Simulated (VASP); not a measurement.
A run of VASP 6.6.1 is set up as follows.

Contents of POSCAR:

```
BaS
1.0
    0.0000000000      3.1937500000      3.1937500000
    3.1937500000      0.0000000000      3.1937500000
    3.1937500000      3.1937500000      0.0000000000
Ba S
1 1
Direct
    0.0000000000      0.0000000000      0.0000000000
    0.5000000000      0.5000000000      0.5000000000
```

The input INCAR.step1:

```
  PREC = Accurate
  ENCUT = 520
  ISMEAR = -1
  SIGMA = 0.01
  LREAL = F
  LASPH = T
  NELM = 60
  NBANDS = 15
  GGA = PE
  ALGO = Normal
  EDIFF = 1E-4
  LWAVE = T
  LCHARG = F
```

Contents of INCAR.step2:

```
  PREC = Accurate
  ENCUT = 520
  EDIFF = 1E-8
  ISMEAR = -1
  SIGMA = 0.01
  LREAL = F
  LASPH = T
  NELM = 60
  ALGO = Normal
  ISIF = 2
  LWAVE = F
  LCHARG = F
  METAGGA = R2SCAN
  LMIXTAU = T
  LEFG = T
  NBANDS = 15
  ISTART = 1
```

The input KPOINTS:

```
Automatic mesh
0
Gamma
  7 7 7
```

Potentials or basis: VASP PAW PBE potentials, release 64 (Ba_sv, S).

The run is started by

```bash
$ cat potpaw_PBE.64/Ba_sv/POTCAR potpaw_PBE.64/S/POTCAR > POTCAR
$ cp INCAR.step1 INCAR
$ mpirun -np 1 vasp_std > vasp.out
$ cp INCAR.step2 INCAR
$ mpirun -np 1 vasp_std > vasp.out
```

Problem. Predict the band gap on the k mesh.

Solution. 2.53 eV (least direct gap 2.67 eV).

Problem. Estimate the pressure.

Solution. 1.4 GPa.

Caveat: the PAW data sets were made with another functional, which shifts forces and pressure a little; spin-orbit coupling is left out, which moves the levels of the heavy elements; an odd mesh through Γ misses points on the zone boundary, where band edges can lie.
